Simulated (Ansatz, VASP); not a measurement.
# AlFe: VASP beside Ansatz

The input POSCAR:

```
AlFe
1.0
    2.9100000000      0.0000000000      0.0000000000
    0.0000000000      2.9100000000      0.0000000000
    0.0000000000      0.0000000000      2.9100000000
Fe Al
1 1
Direct
    0.5000000000      0.5000000000      0.5000000000
    0.0000000000      0.0000000000      0.0000000000
```

INCAR.step1

```
PREC     = Accurate       # precision mode
ENCUT    = 520            # plane-wave cutoff, eV
EDIFF    = 1E-5           # SCF threshold, eV
ISMEAR   = -1             # smearing method
SIGMA    = 0.05           # smearing width, eV
LREAL    = False          # projectors in reciprocal space
LASPH    = True           # aspherical terms in the spheres
NELM     = 150            # most SCF steps
ALGO     = Normal         # electronic algorithm
ISIF     = 2              # what is computed and relaxed
LWAVE    = True           # write WAVECAR
LCHARG   = False          # write CHGCAR
ISPIN    = 2              # spin polarisation
MAGMOM   = 3 0            # initial moments
LORBIT   = 11             # projections on sites
LMAXMIX  = 4              # l up to which the mixer works
GGA      = PE             # functional
NBANDS   = 16             # bands
```

Contents of INCAR.step2:

```
PREC     = Accurate       # precision mode
ENCUT    = 520            # plane-wave cutoff, eV
EDIFF    = 1E-6           # SCF threshold, eV
ISMEAR   = -1             # smearing method
SIGMA    = 0.05           # smearing width, eV
LREAL    = False          # projectors in reciprocal space
LASPH    = True           # aspherical terms in the spheres
NELM     = 150            # most SCF steps
ALGO     = Normal         # electronic algorithm
ISIF     = 2              # what is computed and relaxed
LWAVE    = False          # write WAVECAR
LCHARG   = False          # write CHGCAR
ISPIN    = 2              # spin polarisation
MAGMOM   = 3 0            # initial moments
LORBIT   = 11             # projections on sites
LMAXMIX  = 4              # l up to which the mixer works
GGA      = PE             # functional
LHFCALC  = True           # exact exchange
HFSCREEN = 0.2079         # screening, 1/A
PRECFOCK = Normal       
ISTART   = 1            
NBANDS   = 16             # bands
```

File KPOINTS:

```
regular mesh
0
Gamma
  5 5 5
```

input.yaml

```yaml
crystal:
  lattice:
    - [2.91, 0.0, 0.0]
    - [0.0, 2.91, 0.0]
    - [0.0, 0.0, 2.91]
  atoms:
    - { symbol: Fe, position: [0.5, 0.5, 0.5], spin: 3.0 }
    - { symbol: Al, position: [0.0, 0.0, 0.0] }
hamiltonian:
  xc: hse06
  pseudopotentials: { kind: paw }
magnetization:
  spin_polarized: true
kpoints:
  mp_grid: { grid: [5, 5, 5] }
  band_path:
    path:
      - [[0.0, 0.0, 0.0], [0.0, 0.5, 0.0], [0.5, 0.5, 0.0], [0.0, 0.0, 0.0], [0.5, 0.5, 0.5], [0.0, 0.5, 0.0]]
      - [[0.5, 0.5, 0.0], [0.5, 0.5, 0.5]]
    npoints: 4
scf:
  occupations: { method: fermi_dirac, width: 0.05 }
  n_extra_bands: 6
output:
  forces: true
  stress: true
  eigenvalues: true
  fatbands: false
```

Alike in both runs: functional HSE06; k mesh 5 × 5 × 5; occupations fermi-dirac, width 0.05 eV; collinear spin.

```csv
,VASP,Ansatz
version,VASP 6.6.1,Ansatz 0.2.0
potentials or method,"VASP PAW PBE potentials, release 64 (Fe, Al)",Ansatz PAW
plane-wave cutoff (eV),520,420
valence electrons in the cell,11,19
task,single point,band structure
```

Ansatz gave:

```
gap on the k mesh at the Fermi level (eV)                     : none
pressure (GPa)                                                : -11.4
net moment per atom (μB)                                      : 0.48
size of the moment on the site where the two differ most (μB) : 1.19
```

Estimate VASP's values.

gap on the k mesh at the Fermi level (eV): none; pressure (GPa): -11.5; net moment per atom (μB): 0.45; size of the moment on the site where the two differ most (μB): 1.10.

Site moments also hang on the region over which each program counts them. A gap of «none» marks a metal or a gap that the smearing closes. VASP's potentials hold 11 valence electrons a cell and Ansatz's 19, so a difference there can come from the potentials and not from the codes.

The k mesh is coarse, so the values compare programs but aren't converged. Noted on Ansatz's run: the magnetic or orbital state may not be the lowest.
